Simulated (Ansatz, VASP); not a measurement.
## BN: VASP beside Ansatz

```
B N
1.0
     0.00000    1.79028    1.79028
     1.79028    0.00000    1.79028
     1.79028    1.79028    0.00000
B N
1 1
Direct
  0.00000 0.00000 0.00000
  0.75000 0.75000 0.75000
```

Alike in both runs: functional LDA; k mesh 12 × 12 × 12; occupations gaussian, width 0.02 eV; no spin polarisation.

Ansatz relaxed the structure, and its values are those at the end. VASP's run is a single point on that final structure, the one shown.

```csv
,VASP,Ansatz
version,VASP 6.6.1,Ansatz 0.2.0
potentials or method,"VASP PAW LDA potentials, release 64 (B, N), cutoff 520 eV","scalar-relativistic, plane waves, PAW"
valence electrons in the cell,8,8
```

```csv
,VASP,Ansatz,Ansatz less VASP
gap on the k mesh at the Fermi level (eV),4.38,4.39,+0.014
least direct gap on the mesh (eV),8.82,8.83,+0.011
pressure (GPa),1.0,0.0,-1.02
```

LDA's correlation is that of Perdew and Zunger in VASP and of Perdew and Wang (1992) in Ansatz.
